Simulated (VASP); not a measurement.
Runs of VASP 6.6.1 on Ga. The structure is that of space group Pm-3m (No. 221), or close to it. The cells are those of the table. This isn't the form of Ga at room conditions, which is orthorhombic.

```csv
task,level,cell,cutoff (eV),share of exact exchange,screening parameter,gap on the mesh (eV),pressure (GPa)
single point,PBEsol-based screened hybrid with 25 % exact exchange,"a = 2.655 Å, 1 atom",520,0.25,0.207 1/Å,none,0.2
relaxation of cell and atoms,PBEsol-based screened hybrid with 25 % exact exchange,"relaxed from a = 2.716 Å, 1 atom",600,0.25,0.207 1/Å,none,0.0
single point,HF,"a = 2.811 Å, 1 atom",520,1,-,none,(a)
single point,HF,"a = 2.716 Å, 1 atom",520,1,-,none,4.6
single point,r2SCAN0,"a = 2.716 Å, 1 atom",520,0.25,-,none,-3.1
```

Alike in all rows: potentials or basis VASP PAW PBE potentials, release 64 (Ga_d); no spin polarisation; k mesh 5 × 5 × 5; smearing fermi-dirac 0.05 eV.

Fill in the values left out.

(a) -0.4.

Caveats: all runs use coarse meshes; the PAW data sets were made with another functional, which shifts forces and pressure a little.

A k mesh can miss the band edges, and the runs leave out spin-orbit coupling on Ga.

A gap of «none» marks levels without a gap at the run's occupations.
